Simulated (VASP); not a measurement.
Input of a VASP 6.6.1 run:

INCAR

```
SYSTEM = MnO
PREC = Accurate
ENCUT = 520
EDIFF = 1E-6
ISMEAR = -1
SIGMA = 0.05
LREAL = .FALSE.
LASPH = .TRUE.
NELM = 150
ALGO = Normal
ISIF = 2
LWAVE = .FALSE.
LCHARG = .TRUE.
ISPIN = 2
MAGMOM = 4 4 0 0
LORBIT = 11
LMAXMIX = 4
GGA = PS
LELF = .TRUE.
LVHAR = .TRUE.
NBANDS = 31
```

KPOINTS

```
Automatic mesh
0
G
  8 8 4
  0 0 0
```

The input POSCAR:

```
MnO
1.0
    3.4378285534      0.0000000000      0.0000000000
   -1.7189142767      2.9772468610      0.0000000000
    0.0000000000      0.0000000000      5.4911248552
Mn O
2 2
Direct
    0.6666666667      0.3333333333      0.5109600000
    0.3333333333      0.6666666667      0.0109600000
    0.6666666667      0.3333333333      0.8754700000
    0.3333333333      0.6666666667      0.3754700000
```

Potentials or basis: VASP PAW PBE potentials, release 64 (Mn_pv, O).

The run is started by

```sh
$ cat potpaw_PBE.64/Mn_pv/POTCAR potpaw_PBE.64/O/POTCAR > POTCAR
$ mpirun -np 1 vasp_std > vasp.out
```

(1) What does it give for the largest force?

(2) Estimate the pressure.

(3) What does it give for the net moment?

## Answers

(1) 0.473 eV/Å.

(2) -5.6 GPa.

(3) 9.99 μB per cell.

Caveat: the stress differs along the axes, from -7 to -2 GPa; the PAW data sets were made with another functional, which shifts forces and pressure a little; the run started ferromagnetic, and an antiferromagnetic order may lie lower in energy.
